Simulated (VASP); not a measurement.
# Si3Ge: single point with r2SCAN

Si3Ge:

```xyz
4
Lattice="3.7540 0.0000 0.0000 0.0000 3.7540 0.0000 0.0000 0.0000 5.2945" Properties=species:S:1:pos:R:3 pbc="T T T"
Si    1.8770    0.0000    3.9961
Si    1.8770    1.8770    0.0000
Si    0.0000    1.8770    1.2984
Ge    0.0000    0.0000    2.6472
```

This cell differs from its parent crystal: strain -3.5%.

| Quantity | Value |
| --- | --- |
| Program | VASP 6.6.1 |
| Task | single point |
| Functional | r2SCAN |
| Potentials or basis | VASP PAW PBE potentials, release 64 (Si, Ge_d) |
| Cutoff | 520 eV |
| k mesh | 6 × 6 × 6 |
| Occupations | fermi-dirac, width 0.02 eV |
| Spin | no spin polarisation |

The pressure is 11.8 GPa and the largest force is 0.023 eV/Å. The band gap on the k mesh is 0.35 eV (least direct gap 0.64 eV).

Forces on the atoms (eV/Å):
```
Si   0.000  0.000  0.023
Si   0.000  0.000  0.000
Si   0.000  0.000 -0.023
Ge   0.000  0.000  0.000
```

Levels at points of the mesh, in eV from the valence-band top:
| k point | band 9 | band 10 | band 11 | band 12 | band 13 | band 14 | band 15 | band 16 | band 17 | band 18 |
| --- | --- | --- | --- | --- | --- | --- | --- | --- | --- | --- |
| (0.00, 0.00, 0.00) | -3.42 | -3.42 | -0.05 | 0.00 | 0.00 | 0.64 | 0.86 | 2.77 | 2.77 | 2.83 |
| (0.50, 0.00, 0.00) | -5.96 | -4.41 | -4.34 | -1.75 | -1.50 | 2.49 | 2.96 | 5.17 | 5.34 | 5.75 |
| (0.50, 0.50, 0.00) | -8.61 | -3.43 | -3.38 | -3.38 | -3.34 | 0.35 | 0.85 | 0.85 | 1.00 | 11.34 |
| (0.00, 0.00, 0.50) | -3.64 | -2.40 | -2.40 | -2.16 | -2.16 | 0.99 | 1.34 | 3.42 | 3.57 | 6.30 |
| (0.50, 0.00, 0.50) | -7.81 | -1.63 | -1.46 | -1.41 | -1.30 | 1.66 | 2.18 | 3.42 | 3.51 | 3.73 |
| (0.50, 0.50, 0.50) | -8.38 | -4.56 | -4.55 | -4.55 | -4.43 | 4.51 | 4.76 | 4.76 | 4.90 | 5.51 |

Wall time 100 s on 1 thread of AMD EPYC 9R45 96-Core Processor (Zen 5), with other jobs on the host, peak memory 0.18 GiB.

Caveat: the cell differs from its parent crystal (strain -3.5%); the cell stands under pressure; the PAW data sets were made with another functional, which shifts forces and pressure a little. A k mesh can miss the band edges.
